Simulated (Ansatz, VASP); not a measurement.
## One calculation of EuO, two programs

```
Eu O
1.0
     0.00000    2.54201    2.54201
     2.54201    0.00000    2.54201
     2.54201    2.54201    0.00000
Eu O
1 1
Direct
  0.50000 0.50000 0.50000
  0.00000 0.00000 0.00000
```

Alike in both runs: task single point; functional PBEsol; k mesh 8 × 8 × 8; occupations gaussian, width 0.05 eV; collinear spin; Hubbard terms Eu f U = 6.0 eV.

```csv
,VASP,Ansatz
version,VASP 6.6.1,Ansatz 0.2.0
potentials or method,"VASP PAW PBE potentials, release 64 (Eu, O), cutoff 600 eV","scalar-relativistic, plane waves, PAW"
valence electrons in the cell,23,23
```

```csv
,VASP,Ansatz,Ansatz less VASP
gap on the k mesh at the Fermi level (eV),none,none,-
pressure (GPa),-0.7,0.0,+0.69
net moment per atom (μB),3.50,3.50,0.000
size of the moment on the site where the two differ most (μB),0.10,0.09,-0.013
```

VASP's potentials were made for PBE, not for PBEsol. Site moments also hang on the region over which each program counts them. The programs project onto different local orbitals, so the same U acts differently, and such runs can settle in different states. A gap of «none» marks a metal or a gap that the smearing closes. Ansatz's warnings: filled band counts differ across k points.

Spin-orbit coupling is off throughout.
